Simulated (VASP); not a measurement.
# NaHf (P4/mmm) in VASP: notebook

Runs on NaHf. Level: PBE. Tasks: single point.

Everything below comes from runs of VASP 6.6.1. Logs are shortened: lines on timing, memory, paths and dates and some standing lists are left out, and cuts for length are marked.

### Step 1. The cell of the first run

Symmetry: P4/mmm, No. 123, tetragonal system. Conventional cell: a = 3.180 Å, b = 3.180 Å, c = 4.168 Å, α = 90.00°, β = 90.00°, γ = 90.00°. Within 4.0 Å of Na (site symmetry 4/mmm) lie 8 Hf at 3.07 Å and 4 Na at 3.18 Å. Hf (site symmetry 4/mmm) has 8 Na at 3.07 Å and 4 Hf at 3.18 Å within 4.0 Å.

### Step 2. Single point, PBE

File INCAR:

```
SYSTEM = NaHf
  ALGO = Normal
  EDIFF = 1E-6
  ENCUT = 520
  GGA = PE
  ISIF = 2
  ISMEAR = 0
  LASPH = .TRUE.
  LCHARG = .TRUE.
  LELF = .TRUE.
  LREAL = .FALSE.
  LVHAR = .TRUE.
  LWAVE = .FALSE.
  NBANDS = 16
  NELM = 80
  PREC = Accurate
  SIGMA = 0.1
```

File KPOINTS:

```
k-points
0
G
  6 6 4
  0 0 0
```

File POSCAR:

```
NaHf
1.0
    3.1801798256      0.0000000000      0.0000000000
    0.0000000000      3.1801798256      0.0000000000
    0.0000000000      0.0000000000      4.1683071285
Na Hf
1 1
Direct
    0.5000000000      0.5000000000      0.5000000000
    0.0000000000      0.0000000000      0.0000000000
```

Potentials or basis: VASP PAW PBE potentials, release 64 (Na_pv, Hf_pv).

Command:

```bash
$ cat potpaw_PBE.64/Na_pv/POTCAR potpaw_PBE.64/Hf_pv/POTCAR > POTCAR
$ mpirun -np 1 vasp_std > vasp.out
```

OUTCAR:

```text
SYSTEM = NaHf
   EDIFF = 1E-6
   ENCUT = 520
   GGA = PE
   ISIF = 2
   ISMEAR = 0
   LASPH = .TRUE.
   LREAL = .FALSE.
   NELM = 80
   PREC = Accurate

 ion  position               nearest neighbor table
   1  0.500  0.500  0.500-   2 3.07   2 3.07   2 3.07   2 3.07   2 3.07   2 3.07   2 3.07   2 3.07

   2  0.000  0.000  0.000-   1 3.07   1 3.07   1 3.07   1 3.07   1 3.07   1 3.07   1 3.07   1 3.07

  LATTYP: Found a simple tetragonal cell.
 ALAT       =     3.1801798256
 C/A-ratio  =     1.3107142857

  Lattice vectors:

 A1 = (   3.1801798256,   0.0000000000,   0.0000000000)
 A2 = (   0.0000000000,   3.1801798256,   0.0000000000)
 A3 = (   0.0000000000,   0.0000000000,   4.1683071285)

Analysis of symmetry for initial positions (statically):
=====================================================================
 Subroutine PRICEL returns:
 Original cell was already a primitive cell.

 Routine SETGRP: Setting up the symmetry group for a
 simple tetragonal supercell.

 Subroutine GETGRP returns: Found 16 space group operations
 (whereof 16 operations were pure point group operations)
 out of a pool of 16 trial point group operations.

The static configuration has the point symmetry D_4h.

Analysis of symmetry for dynamics (positions and initial velocities):
=====================================================================
 Subroutine PRICEL returns:
 Original cell was already a primitive cell.

 Routine SETGRP: Setting up the symmetry group for a
 simple tetragonal supercell.

 Subroutine GETGRP returns: Found 16 space group operations
 (whereof 16 operations were pure point group operations)
 out of a pool of 16 trial point group operations.

The dynamic configuration has the point symmetry D_4h.

 Subroutine INISYM returns: Found 16 space group operations
 (whereof 16 operations are pure point group operations),
 and found     1 'primitive' translations

----------------------------------------------------------------------------------------

                                     Primitive cell

  volume of cell :      42.1564

  direct lattice vectors                    reciprocal lattice vectors
     3.180179826  0.000000000  0.000000000     0.314447627  0.000000000  0.000000000
     0.000000000  3.180179826  0.000000000     0.000000000  0.314447627  0.000000000
     0.000000000  0.000000000  4.168307129     0.000000000  0.000000000  0.239905547

  length of vectors
     3.180179826  3.180179826  4.168307129     0.314447627  0.314447627  0.239905547

  position of ions in fractional coordinates (direct lattice)
     0.500000000  0.500000000  0.500000000
     0.000000000  0.000000000  0.000000000

  ion indices of the primitive-cell ions
   primitive index   ion index
                 1           1
                 2           2

----------------------------------------------------------------------------------------

 KPOINTS: k-points

Automatic generation of k-mesh.
 Grid dimensions read from file:
 generate k-points for:    6    6    4

 Generating k-lattice:

  Cartesian coordinates                     Fractional coordinates (reciprocal lattice)
     0.052407938  0.000000000  0.000000000     0.166666667  0.000000000  0.000000000
     0.000000000  0.052407938  0.000000000     0.000000000  0.166666667  0.000000000
     0.000000000  0.000000000  0.059976387     0.000000000  0.000000000  0.250000000

  Length of vectors
     0.052407938  0.052407938  0.059976387

  Shift w.r.t. Gamma in fractional coordinates (k-lattice)
     0.000000000  0.000000000  0.000000000

 Subroutine IBZKPT returns following result:
 ===========================================

 Found     30 irreducible k-points:

 Following reciprocal coordinates:
            Coordinates               Weight
  0.000000  0.000000  0.000000      1.000000
  0.166667  0.000000  0.000000      4.000000
  0.333333  0.000000  0.000000      4.000000
  0.500000  0.000000  0.000000      2.000000
  0.166667  0.166667  0.000000      4.000000
  0.333333  0.166667  0.000000      8.000000
[... 16 lines left out ...]
  0.333333  0.000000  0.500000      4.000000
  0.500000  0.000000  0.500000      2.000000
 [... further k-points ...]
   k-points           NKPTS =     30   k-points in BZ     NKDIM =     30   number of bands    NBANDS=     16
   number of dos      NEDOS =    301   number of ions     NIONS =      2
   total plane-waves  NPLWV =  18432
   dimension x,y,z NGX =    24 NGY =   24 NGZ =   32
   dimension x,y,z NGXF=    48 NGYF=   48 NGZF=   64
   ions per type =               1   1
   NGX,Y,Z   is equivalent  to a cutoff of  12.55, 12.55, 12.76 a.u.
   NGXF,Y,Z  is equivalent  to a cutoff of  25.09, 25.09, 25.53 a.u.
 SYSTEM =  NaHf
   PREC   = accura    normal or accurate (medium, high low for compatibility)
   ISTART =      0    job   : 0-new  1-cont  2-samecut
   ICHARG =      2    charge: 1-file 2-atom 10-const
   ISPIN  =      1    spin polarized calculation?
   LNONCOLLINEAR =      F non collinear calculations
   LSORBIT =      F    spin-orbit coupling
   LASPH  =      T    aspherical Exc in radial PAW
   ENCUT  =  520.0 eV  38.22 Ry    6.18 a.u.   5.91  5.91  7.75*2*pi/ulx,y,z
   NELM   =     80;   NELMIN=  2; NELMDL= -5     # of ELM steps
   EDIFF  = 0.1E-05   stopping-criterion for ELM
   LREAL  =      F    real-space projection
   EDIFFG = 0.1E-04   stopping-criterion for IOM
   NSW    =      0    number of steps for IOM
   IBRION =     -1    ionic relax: 0-MD 1-quasi-New 2-CG
   NFREE  =      0    steps in history (QN), initial steepest desc. (CG)
   ISIF   =      2    stress and relaxation
   ISYM   =      2    0-nonsym 1-usesym 2-fastsym
   POTIM  = 0.5000    time-step for ionic-motion
   TEBEG  =    0.0;   TEEND  =   0.0 temperature during run
   PSTRESS=    0.0 pullay stress
   NELECT =      17.0000    total number of electrons
   NUPDOWN=      -1.0000    fix difference up-down
   EMIN   =  10.00;   EMAX   =-10.00  energy-range for DOS
   EFERMI =   0.00;   METHOD = LEGACY
   ISMEAR =     0;   SIGMA  =   0.10  broadening in eV -4-tet -1-fermi 0-gaus
   EFERMI_NEDOS =   21; number of points for ismear=-14 and -15
   IALGO  =     38    algorithm
   IMIX   =      4    mixing-type and parameters
     AMIX     =   0.40;   BMIX     =  1.00
     AMIX_MAG =   1.60;   BMIX_MAG =  1.00
  volume/ion in A,a.u.               =      21.08       142.24
  Fermi-wavevector in a.u.,A,eV,Ry     =   1.209493  2.285611 19.903608  1.462874
  Thomas-Fermi vector in A             =   2.345069
   LORBIT       =      0    0 simple, 1 ext, 2 COOP (PROOUT), +10 PAW based schemes
   GGA     = PE    functional components
   LHFCALC =     F    Hartree Fock is set to
   AEXX    =    0.0000 exact exchange contribution
   IVDW    =     0    specifies the selected vdW correction
   LEPSILON=     F    determine dielectric tensor
   LRPA    =     F    only Hartree local field effects (RPA)
 non-spin polarized calculation
 Gauss-broadening in eV      SIGMA  =   0.10
  energy-cutoff  :      520.00
  volume of cell :       42.16
 maximum number of plane-waves:      1155
 NGX is ok and might be reduce to    24
   NGX = 11   NGY = 11   NGZ = 15

 number of electron      16.9999999 magnetization

 Free energy of the ion-electron system (eV)
  ---------------------------------------------------
  ext. energy  EPLUGINS =         0.00000000
  ---------------------------------------------------
  free energy    TOTEN  =        -9.02389218 eV

  energy without entropy =       -9.01351427  energy(sigma->0) =       -9.01870322

 E-fermi :   3.5651     XC(G=0): -10.0378

 val. band max:        3.5437006797   @ k =   0.1667   0.1667   0.5000
 cond. band min:       3.5918962039   @ k =   0.3333   0.3333   0.5000
 fundamental gap:      0.0481955242
 Fermi energy:         3.5651424727

 k-point     1 :       0.0000    0.0000    0.0000
  band No.  band energies     occupation
      1     -27.5128      2.00000
      2     -27.0609      2.00000
      3     -27.0609      2.00000
      4     -19.8286      2.00000
      5     -19.7819      2.00000
      6     -19.7819      2.00000
[... 8 lines left out ...]
     15      13.5173      0.00000
     16      13.9385      0.00000

 k-point     2 :       0.1667    0.0000    0.0000
  band No.  band energies     occupation
      1     -27.5014      2.00000
      2     -27.1642      2.00000
      3     -27.0520      2.00000
      4     -19.8281      2.00000
      5     -19.8115      2.00000
      6     -19.7800      2.00000
[... 8 lines left out ...]
     15      13.5437      0.00000
     16      14.3643      0.00000

 k-point     3 :       0.3333    0.0000    0.0000
  band No.  band energies     occupation
      1     -27.4786      2.00000
      2     -27.3654      2.00000
      3     -27.0342      2.00000
      4     -19.8700      2.00000
      5     -19.8272      2.00000
      6     -19.7763      2.00000
[... 8 lines left out ...]
     15      11.9477      0.00000
     16      15.5366      0.00000

 k-point     4 :       0.5000    0.0000    0.0000
  band No.  band energies     occupation
      1     -27.4671      2.00000
      2     -27.4634      2.00000
      3     -27.0252      2.00000
      4     -19.8989      2.00000
      5     -19.8268      2.00000
      6     -19.7744      2.00000
[... 8 lines left out ...]
     15      10.6173      0.00000
     16      15.9380      0.00000

 k-point     5 :       0.1667    0.1667    0.0000
  band No.  band energies     occupation
      1     -27.4904      2.00000
      2     -27.1575      2.00000
      3     -27.1517      2.00000
      4     -19.8268      2.00000
      5     -19.8119      2.00000
      6     -19.8050      2.00000
[... 8 lines left out ...]
     15      12.0653      0.00000
     16      13.7747      0.00000

 k-point     6 :       0.3333    0.1667    0.0000
  band No.  band energies     occupation
      1     -27.4682      2.00000
      2     -27.3545      2.00000
      3     -27.1353      2.00000
      4     -19.8648      2.00000
      5     -19.8242      2.00000
      6     -19.8022      2.00000
[... 8 lines left out ...]
     15      12.5460      0.00000
     16      13.1920      0.00000

 k-point     7 :       0.5000    0.1667    0.0000
  band No.  band energies     occupation
      1     -27.4571      2.00000
      2     -27.4518      2.00000
      3     -27.1256      2.00000
      4     -19.8925      2.00000
      5     -19.8229      2.00000
      6     -19.7994      2.00000
[... 8 lines left out ...]
     15      12.0999      0.00000
     16      13.3991      0.00000

 k-point     8 :       0.3333    0.3333    0.0000
  band No.  band energies     occupation
      1     -27.4474      2.00000
      2     -27.3351      2.00000
      3     -27.3296      2.00000
      4     -19.8575      2.00000
      5     -19.8509      2.00000
      6     -19.8181      2.00000
[... 8 lines left out ...]
     15      13.6917      0.00000
     16      14.3968      0.00000

 k-point     9 :       0.5000    0.3333    0.0000
  band No.  band energies     occupation
      1     -27.4369      2.00000
      2     -27.4284      2.00000
      3     -27.3213      2.00000
      4     -19.8799      2.00000
      5     -19.8490      2.00000
      6     -19.8151      2.00000
[... 8 lines left out ...]
     15      13.4698      0.00000
     16      14.3863      0.00000
[... 172 lines left out ...]
 k-point    19 :       0.5000    0.3333    0.2500
  band No.  band energies     occupation
      1     -27.4475      2.00000
      2     -27.4270      2.00000
      3     -27.3195      2.00000
      4     -19.8809      2.00000
      5     -19.8517      2.00000
      6     -19.8186      2.00000
[... 8 lines left out ...]
     15      12.5322      0.00000
     16      12.6512      0.00000

 k-point    20 :       0.5000    0.5000    0.2500
  band No.  band energies     occupation
      1     -27.4368      2.00000
      2     -27.4146      2.00000
      3     -27.4146      2.00000
      4     -19.8772      2.00000
      5     -19.8772      2.00000
      6     -19.8165      2.00000
[... 8 lines left out ...]
     15      11.8601      0.00000
     16      13.3272      0.00000

 k-point    21 :       0.0000    0.0000    0.5000
  band No.  band energies     occupation
      1     -27.5323      2.00000
      2     -27.0588      2.00000
      3     -27.0588      2.00000
      4     -19.8518      2.00000
      5     -19.7844      2.00000
      6     -19.7844      2.00000
[... 8 lines left out ...]
     15      14.0440      0.00000
     16      15.1039      0.00000

 k-point    22 :       0.1667    0.0000    0.5000
  band No.  band energies     occupation
      1     -27.5223      2.00000
      2     -27.1631      2.00000
      3     -27.0501      2.00000
      4     -19.8446      2.00000
      5     -19.8100      2.00000
      6     -19.7817      2.00000
[... 8 lines left out ...]
     15      13.1285      0.00000
     16      14.7171      0.00000

 k-point    23 :       0.3333    0.0000    0.5000
  band No.  band energies     occupation
      1     -27.5021      2.00000
      2     -27.3660      2.00000
      3     -27.0327      2.00000
      4     -19.8607      2.00000
      5     -19.8306      2.00000
      6     -19.7762      2.00000
[... 8 lines left out ...]
     15      12.9903      0.00000
     16      15.4957      0.00000

 k-point    24 :       0.5000    0.0000    0.5000
  band No.  band energies     occupation
      1     -27.4921      2.00000
      2     -27.4648      2.00000
      3     -27.0240      2.00000
      4     -19.8858      2.00000
      5     -19.8238      2.00000
      6     -19.7735      2.00000
[... 8 lines left out ...]
     15      12.6120      0.00000
     16      16.0382      0.00000

 [... further k-points ...]
[... 5 lines left out ...]
  --------------------------------------------------------------------------------------
  -------------------------------------------------------------------------------------
  Total        1.5737605      1.5737605      3.1317752      0.0000000      0.0000000      0.0000000
  in kB       59.8117008     59.8117008    119.0249739      0.0000000      0.0000000      0.0000000
  external PRESSURE =      79.5494585 kB  Pullay stress =       0.0000000 kB

 VOLUME and BASIS-vectors are now :
 -----------------------------------------------------------------------------
  energy-cutoff  :      520.00
  volume of cell :       42.16
      direct lattice vectors                 reciprocal lattice vectors
     3.180179826  0.000000000  0.000000000     0.314447627  0.000000000  0.000000000
     0.000000000  3.180179826  0.000000000     0.000000000  0.314447627  0.000000000
     0.000000000  0.000000000  4.168307129     0.000000000  0.000000000  0.239905547

 POSITION                                       TOTAL-FORCE (eV/Angst)
 -----------------------------------------------------------------------------------
      1.59009      1.59009      2.08415         0.000000      0.000000      0.000000
      0.00000      0.00000      0.00000         0.000000      0.000000      0.000000
 -----------------------------------------------------------------------------------
    total drift:                                0.000000      0.000000     -0.000000

  FREE ENERGIE OF THE ION-ELECTRON SYSTEM (eV)
  ---------------------------------------------------
  free  energy   TOTEN  =        -9.0238921773 eV

  energy  without entropy=       -9.0135142692  energy(sigma->0) =       -9.01870322
```

Wall time 6.7 s (1 thread of Intel Xeon 6975P-C (Granite Rapids), shared host); peak memory 0.16 GiB.

What came out:

| Property | Result |
| --- | --- |
| Free energy | -9.0239 eV |
| Pressure | 8.0 GPa |
| Band gap on the k mesh | zero (an odd number of electrons rules out a gap without spin polarisation) |

Levels at points of the mesh, in eV from the Fermi level:
| k point | band 7 | band 8 | band 9 | band 10 | band 11 | band 12 |
| --- | --- | --- | --- | --- | --- | --- |
| (0.00, 0.00, 0.00) | -6.00 | -1.34 | -0.96 | 3.28 | 3.28 | 3.69 |
| (0.50, 0.00, 0.00) | -2.96 | -0.73 | -0.12 | -0.07 | 2.41 | 3.74 |
| (0.50, 0.50, 0.00) | -2.06 | -0.34 | 0.53 | 0.53 | 2.48 | 2.48 |
| (0.00, 0.00, 0.50) | -4.49 | -2.22 | -0.78 | 2.04 | 2.82 | 2.82 |
| (0.50, 0.00, 0.50) | -1.85 | -1.84 | 0.88 | 0.89 | 2.41 | 2.51 |
| (0.50, 0.50, 0.50) | -1.69 | -0.55 | -0.55 | 3.11 | 3.82 | 4.34 |

Caveat: the k points lie up to 0.38 Å⁻¹ apart, too coarse for converged energies and pressures of a metal; spin-orbit coupling is left out, which moves the levels of the heavy elements.

### Step 3. Single point, PBE

This run uses another cell than the first one, of 25.42 Å³/atom.

File INCAR:

```
SYSTEM = NaHf
ALGO = Fast ; EDIFF = 1E-6
ENCUT = 520 ; GGA = PE
ISIF = 2 ; ISMEAR = 0
LASPH = .TRUE. ; LCHARG = .TRUE.
LELF = .TRUE. ; LREAL = .FALSE.
LVHAR = .TRUE. ; LWAVE = .FALSE.
NBANDS = 16 ; NELM = 100
PREC = Accurate ; SIGMA = 0.1
```

File KPOINTS:

```
k-points
0
G
  18 18 10
  0 0 0
```

File POSCAR:

```
NaHf
1.0
    2.8931180110      0.0000000000      0.0000000000
    0.0000000000      2.8931180110      0.0000000000
    0.0000000000      0.0000000000      6.0732105948
Na Hf
1 1
Direct
    0.5000000000      0.5000000000      0.5000000000
    0.0000000000      0.0000000000      0.0000000000
```

Potentials or basis: VASP PAW PBE potentials, release 64 (Na_pv, Hf_pv).

Command:

```bash
$ cat potpaw_PBE.64/Na_pv/POTCAR potpaw_PBE.64/Hf_pv/POTCAR > POTCAR
$ mpirun -np 1 vasp_std > vasp.out
```

Run time: 1.7 min. Hardware: 1 thread of Intel Xeon 6975P-C (Granite Rapids), shared host; peak memory 0.37 GiB.

The run converged. Its results:

| Item | Value |
| --- | --- |
| Free energy | -9.7873 eV |
| Pressure | -0.4 GPa |
| Band gap on the k mesh | zero (an odd number of electrons rules out a gap without spin polarisation) |

Stress tensor (GPa, compression positive):
```
-0.45  0.00  0.00
 0.00 -0.45  0.00
 0.00  0.00 -0.24
```

Levels at points of the mesh, in eV from the Fermi level:
```csv
k point,band 4,band 5,band 6,band 7,band 8,band 9,band 10,band 11,band 12,band 13
"(0.00, 0.00, 0.00)",-24.24,-24.24,-24.21,-5.66,-2.11,-1.27,-0.41,3.44,4.35,4.35
"(0.50, 0.00, 0.00)",-24.45,-24.22,-24.18,-2.08,-1.27,0.14,0.33,3.19,3.62,5.00
"(0.50, 0.50, 0.00)",-24.42,-24.42,-24.16,-2.50,0.30,0.30,1.81,4.57,4.57,7.38
"(0.00, 0.00, 0.50)",-24.24,-24.24,-24.21,-5.30,-2.92,-1.27,-0.50,4.34,4.34,4.80
"(0.50, 0.00, 0.50)",-24.45,-24.22,-24.18,-1.92,-1.57,0.91,0.98,1.09,3.19,4.98
"(0.50, 0.50, 0.50)",-24.42,-24.42,-24.16,-2.48,0.22,0.22,2.51,4.61,5.44,5.44
```

Caveat: spin-orbit coupling is left out, which moves the levels of the heavy elements.
